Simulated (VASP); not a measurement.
Input of a VASP 6.6.1 run:

Contents of INCAR:

```
  PREC = Accurate
  ENCUT = 520
  EDIFF = 1E-6
  ISMEAR = 0
  SIGMA = 0.05
  LREAL = F
  LASPH = T
  NELM = 150
  ALGO = Normal
  ISIF = 2
  LWAVE = F
  LCHARG = T
  ISPIN = 2
  MAGMOM = 0.5 0.5 0.5 0.5
  LORBIT = 11
  GGA = PS
  LELF = T
  LVHAR = T
  NBANDS = 30
```

Contents of KPOINTS:

```
regular mesh
0
Gamma
  1 1 13
```

Contents of POSCAR:

```
CdTe
1.0
   11.7000000000      0.0000000000      0.0000000000
    0.0000000000      9.3000000000      0.0000000000
    0.0000000000      0.0000000000      4.7082096126
Cd Te
2 2
Direct
    0.4312226702      0.5000000000      0.0000000000
    0.5687773298      0.5000000000      0.5000000000
    0.3140697021      0.5000000000      0.5000000000
    0.6859302979      0.5000000000      0.0000000000
```

Potentials or basis: VASP PAW PBE potentials, release 64 (Cd, Te).

Launch:

```console
$ cat potpaw_PBE.64/Cd/POTCAR potpaw_PBE.64/Te/POTCAR > POTCAR
$ mpirun -np 1 vasp_std > vasp.out
```

(1) Estimate the largest force.

(2) Predict the band gap on the k mesh.

(3) What does it give for the net moment?

Results:

(1) 0.063 eV/Å.

(2) 1.63 eV, indirect (least direct gap 1.75 eV).

(3) 0.00 μB per cell.

Caveat: the PAW data sets were made with another functional, which shifts forces and pressure a little; spin-orbit coupling is left out, which moves the levels of the heavy elements.
